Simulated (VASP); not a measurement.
A run of VASP 6.6.1 is set up as follows.

The input INCAR:

```
SYSTEM = TaCdAs
  PREC = Accurate
  ENCUT = 520
  EDIFF = 1E-7
  ISMEAR = 1
  SIGMA = 0.0367
  LREAL = .False.
  LASPH = .True.
  NELM = 60
  ALGO = Normal
  ISIF = 2
  LWAVE = .False.
  LCHARG = .True.
  GGA = PE
  LELF = .True.
  LVHAR = .True.
  NBANDS = 37
```

KPOINTS

```
regular mesh
0
Gamma
  6 6 4
  0 0 0
```

Contents of POSCAR:

```
TaCdAs
1.0
    4.0271420000      0.0000000000      0.0000000000
    0.0000000000      4.0271420000      0.0000000000
    0.0000000000      0.0000000000      7.0144990000
Cd Ta As
2 2 2
Direct
    0.0000000000      0.5000000000      0.3510000000
    0.5000000000      0.0000000000      0.6490000000
    0.0000000000      0.0000000000      0.0000000000
    0.5000000000      0.5000000000      0.0000000000
    0.0000000000      0.5000000000      0.7270000000
    0.5000000000      0.0000000000      0.2730000000
```

Potentials or basis: VASP PAW PBE potentials, release 64 (Cd, Ta_pv, As).

Command:

```console
$ cat potpaw_PBE.64/Cd/POTCAR potpaw_PBE.64/Ta_pv/POTCAR potpaw_PBE.64/As/POTCAR > POTCAR
$ mpirun -np 1 vasp_std > vasp.out
```

Problem. Estimate the band gap on the k mesh.

Solution. Zero (band 28 reaches 6.50 eV, above the bottom of band 29 at 5.79 eV).

Problem. Predict the largest force.

Solution. 1.041 eV/Å.

Forces on the atoms (eV/Å):
```
Cd   0.000  0.000 -0.827
Cd   0.000  0.000  0.827
Ta   0.000  0.000  0.000
Ta   0.000  0.000  0.000
As   0.000  0.000  1.041
As   0.000  0.000 -1.041
```

Caveat: spin-orbit coupling is left out, which moves the levels of the heavy elements; forces of over 1 eV/Å act on the atoms, so gaps and moduli don't describe the material at rest.
